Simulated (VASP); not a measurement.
Wanted: the native input for a VASP 6.6.1 run.

* Task: single point
* Functional: r2SCAN
* Potentials or basis: VASP PAW PBE potentials, release 64 (Na_pv, Sn_d, Cl)
* Cutoff: 520 eV
* k mesh: 6 × 6 × 6
* Occupations: gaussian, width 0.01 eV
* Spin: no spin polarisation
* Dipole correction: no
* Further INCAR settings: ALGO = Normal; EDIFF = 1e-06; NBANDS = 29

The system is NaSnCl3.

```
Na Sn Cl
1.0
     5.41745    0.00000    0.00000
     0.00000    5.52801    0.00000
     0.00000    0.00000    5.52801
Na Sn Cl
1 1 3
Direct
  0.00000 0.00000 0.00000
  0.50000 0.50000 0.50000
  0.50000 0.50000 0.00000
  0.50000 0.00000 0.50000
  0.00000 0.50000 0.50000
```

This cell differs from its parent crystal: uniaxial x strain -2.0%.

One way to write it, as run:

POSCAR

```
NaSnCl3
1.0
    5.4174491484      0.0000000000      0.0000000000
    0.0000000000      5.5280093351      0.0000000000
    0.0000000000      0.0000000000      5.5280093351
Na Sn Cl
1 1 3
Direct
    0.0000000000      0.0000000000      0.0000000000
    0.5000000000      0.5000000000      0.5000000000
    0.5000000000      0.5000000000      0.0000000000
    0.5000000000      0.0000000000      0.5000000000
    0.0000000000      0.5000000000      0.5000000000
```

INCAR.step1

```
PREC     = Accurate       # precision mode
ENCUT    = 520            # plane-wave cutoff, eV
ISMEAR   = 0              # smearing method
SIGMA    = 0.01           # smearing width, eV
LREAL    = F              # projectors in reciprocal space
LASPH    = T              # aspherical terms in the spheres
NELM     = 100            # most SCF steps
NBANDS   = 29             # bands
GGA      = PE             # functional
ALGO     = Normal         # electronic algorithm
EDIFF    = 1E-4           # SCF threshold, eV
LWAVE    = T              # write WAVECAR
LCHARG   = F              # write CHGCAR
```

INCAR.step2

```
PREC     = Accurate       # precision mode
ENCUT    = 520            # plane-wave cutoff, eV
EDIFF    = 1E-6           # SCF threshold, eV
ISMEAR   = 0              # smearing method
SIGMA    = 0.01           # smearing width, eV
LREAL    = F              # projectors in reciprocal space
LASPH    = T              # aspherical terms in the spheres
NELM     = 100            # most SCF steps
ALGO     = Normal         # electronic algorithm
ISIF     = 2              # what is computed and relaxed
LWAVE    = F              # write WAVECAR
LCHARG   = F              # write CHGCAR
METAGGA  = R2SCAN         # meta-GGA
LMIXTAU  = T            
NBANDS   = 29             # bands
ISTART   = 1
```

KPOINTS

```
regular mesh
0
Gamma
  6 6 6
```

Potentials or basis: VASP PAW PBE potentials, release 64 (Na_pv, Sn_d, Cl).

Launch:

```bash
$ cat potpaw_PBE.64/Na_pv/POTCAR potpaw_PBE.64/Sn_d/POTCAR potpaw_PBE.64/Cl/POTCAR > POTCAR
$ cp INCAR.step1 INCAR
$ mpirun -np 1 vasp_std > vasp.out
$ cp INCAR.step2 INCAR
$ mpirun -np 1 vasp_std > vasp.out
```

It gave:

The pressure is 0.3 GPa. The band gap on the k mesh is 0.77 eV.

Caveat: the cell differs from its parent crystal (uniaxial x strain -2.0%); semilocal functionals underestimate gaps, and a narrow one can read as zero; the PAW data sets were made with another functional, which shifts forces and pressure a little; spin-orbit coupling is left out, which moves the levels of the heavy elements.

Wall time 10 min on 1 thread of Intel Xeon 8259CL (shared host), peak memory 0.4 GiB.
